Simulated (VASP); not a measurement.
Co, 2 atoms in the cell. The structure is hexagonal, space group P6_3/mmc (No. 194). The conventional cell has a = 2.159 Å, b = 2.159 Å, c = 3.495 Å, α = 90.00°, β = 90.00°, γ = 120.00°. Within 2.8 Å of Co (site symmetry -6m2) lie 12 Co at 2.15 to 2.16 Å. 

| Item | Value |
| --- | --- |
| Program | VASP 6.6.1 |
| Task | single point |
| Functional | PBEsol |
| Potentials or basis | VASP PAW PBE potentials, release 64 (Co_sv) |
| Cutoff | 600 eV |
| k mesh | 20 × 20 × 11 |
| Occupations | fermi-dirac, width 0.05 eV |
| Spin | collinear spin, ferromagnetic start |
| Starting moments | [1.7, 1.7] μB |
| Dipole correction | no |
| Further INCAR settings | ALGO = Normal; EDIFF = 1e-06; NBANDS = 28 |

Potentials or basis: VASP PAW PBE potentials, release 64 (Co_sv).

Command:

```sh
$ cat potpaw_PBE.64/Co_sv/POTCAR > POTCAR
$ mpirun -np 1 vasp_std > vasp.out
```

Hardware: 1 thread of Intel(R) Xeon(R) 6975P-C (Granite Rapids) (shared host).

Task: Estimate the wall time of this run.

Result: It took 2.3 min on 1 thread of Intel(R) Xeon(R) 6975P-C (Granite Rapids) (shared host), peak memory 0.27 GiB. Counts: scf iterations 17, k points 264.
